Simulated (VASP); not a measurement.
Set up this calculation in VASP 6.6.1, as the native input.

```yaml
Task: single point
Functional: r2SCAN
Potentials_or_basis: VASP PAW PBE potentials, release 64 (Mg, O)
Cutoff: 520 eV
k_mesh: 9 × 9 × 2
Occupations: gaussian, width 0.02 eV
Spin: no spin polarisation
Dipole_correction: no
Further_INCAR_settings: ALGO = Normal; EDIFF = 1e-07; NBANDS = 36
```

MgO:

```xyz
12
Lattice="3.2394 0.0000 0.0000 -1.6197 2.8054 0.0000 0.0000 0.0000 15.6779" Properties=species:S:1:pos:R:3 pbc="T T T"
Mg    0.0000    0.0000   -0.0007
Mg    0.0000    1.8703    2.5924
Mg    1.6197    0.9351    5.2191
Mg    0.0000    0.0000    7.8382
Mg    1.6197    0.9351   10.4313
Mg    0.0000    1.8703   13.0580
O     0.0000    0.0000    1.9667
O     0.0000    1.8703    4.5767
O     1.6197    0.9351    7.2029
O     0.0000    0.0000    9.8056
O     1.6197    0.9351   12.4157
O     0.0000    1.8703   15.0418
```

These files were run (other wordings do the same):

POSCAR

```
MgO
1.0
    3.2394114038      0.0000000000      0.0000000000
   -1.6197057019      2.8054125690      0.0000000000
    0.0000000000      0.0000000000     15.6778590312
Mg O
6 6
Direct
    0.0000000000      0.0000000000     -0.0000472787
    0.3333333333      0.6666666667      0.1653532386
    0.6666666667      0.3333333333      0.3328964442
    0.0000000000      0.0000000000      0.4999527213
    0.6666666667      0.3333333333      0.6653532386
    0.3333333333      0.6666666667      0.8328964442
    0.0000000000      0.0000000000      0.1254424291
    0.3333333333      0.6666666667      0.2919231532
    0.6666666667      0.3333333333      0.4594320137
    0.0000000000      0.0000000000      0.6254424291
    0.6666666667      0.3333333333      0.7919231532
    0.3333333333      0.6666666667      0.9594320137
```

INCAR.step1

```
SYSTEM = MgO
PREC     = Accurate       ! precision mode
ENCUT    = 520            ! plane-wave cutoff, eV
ISMEAR   = 0              ! smearing method
SIGMA    = 0.02           ! smearing width, eV
LREAL    = .False.        ! projectors in reciprocal space
LASPH    = .True.         ! aspherical terms in the spheres
NELM     = 80             ! most SCF steps
NBANDS   = 36             ! bands
GGA      = PE             ! functional
ALGO     = Normal         ! electronic algorithm
EDIFF    = 1E-4           ! SCF threshold, eV
LWAVE    = .True.         ! write WAVECAR
LCHARG   = .False.        ! write CHGCAR
```

INCAR.step2

```
SYSTEM = MgO
PREC     = Accurate       ! precision mode
ENCUT    = 520            ! plane-wave cutoff, eV
EDIFF    = 1E-7           ! SCF threshold, eV
ISMEAR   = 0              ! smearing method
SIGMA    = 0.02           ! smearing width, eV
LREAL    = .False.        ! projectors in reciprocal space
LASPH    = .True.         ! aspherical terms in the spheres
NELM     = 80             ! most SCF steps
ALGO     = Normal         ! electronic algorithm
ISIF     = 2              ! what is computed and relaxed
LWAVE    = .False.        ! write WAVECAR
LCHARG   = .True.         ! write CHGCAR
METAGGA  = R2SCAN         ! meta-GGA
LMIXTAU  = .True.       
LELF     = .True.         ! ELF
LVHAR    = .True.       
NBANDS   = 36             ! bands
ISTART   = 1
```

KPOINTS

```
Automatic mesh
0
Gamma
  9 9 2
  0 0 0
```

Potentials or basis: VASP PAW PBE potentials, release 64 (Mg, O).

Launch:

```console
$ cat potpaw_PBE.64/Mg/POTCAR potpaw_PBE.64/O/POTCAR > POTCAR
$ cp INCAR.step1 INCAR
$ mpirun -np 1 vasp_std > vasp.out
$ cp INCAR.step2 INCAR
$ mpirun -np 1 vasp_std > vasp.out
```

Results of the run:

```
Pressure               : -0.6 GPa
Largest force          : 0.006 eV/Å
Band gap on the k mesh : 4.30 eV, direct
```

Caveat: the PAW data sets were made with another functional, which shifts forces and pressure a little.

Wall time 3.9 min on 1 thread of Intel(R) Xeon(R) 6975P-C (Granite Rapids), on a shared host, peak memory 0.31 GiB.
